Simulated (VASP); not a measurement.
Runs of VASP 6.6.1 on Sc3Re. The structure is that of space group Pm-3m (No. 221), or close to it. The cells are those of the table. 

| task | cell | k mesh | cutoff (eV) | gap on the mesh (eV) | pressure (GPa) | relaxed volume (Å³/atom) |
| --- | --- | --- | --- | --- | --- | --- |
| single point | a = 4.318 Å, 4 atoms | 4 × 4 × 4 | 520 | none | -0.2 | - |
| relaxation of cell and atoms | relaxed from a = 4.134 Å, 4 atoms | 4 × 4 × 4 | 600 | none | -0.1 | 20.13 |
| relaxation of cell and atoms | relaxed from a = 4.318 Å, 4 atoms | 12 × 12 × 12 | 600 | none | 0.0 | (a) |
| single point | a = 4.307 Å, 4 atoms | 12 × 12 × 12 | 520 | none | 0.0 | - |
| single point | a = 4.134 Å, 4 atoms | 4 × 4 × 4 | 520 | none | 15.3 | - |

Alike in all rows: level PBE; potentials or basis VASP PAW PBE potentials, release 64 (Sc_sv, Re); no spin polarisation; smearing gaussian 0.1 eV.

Q: Estimate the missing entries.

A: (a) 19.99.

Caveats: some runs use coarse meshes; spin-orbit coupling is left out, which moves the levels of the heavy elements.

A k mesh can miss the band edges, and the runs leave out spin-orbit coupling on Re.

A gap of «none» marks levels without a gap at the run's occupations.
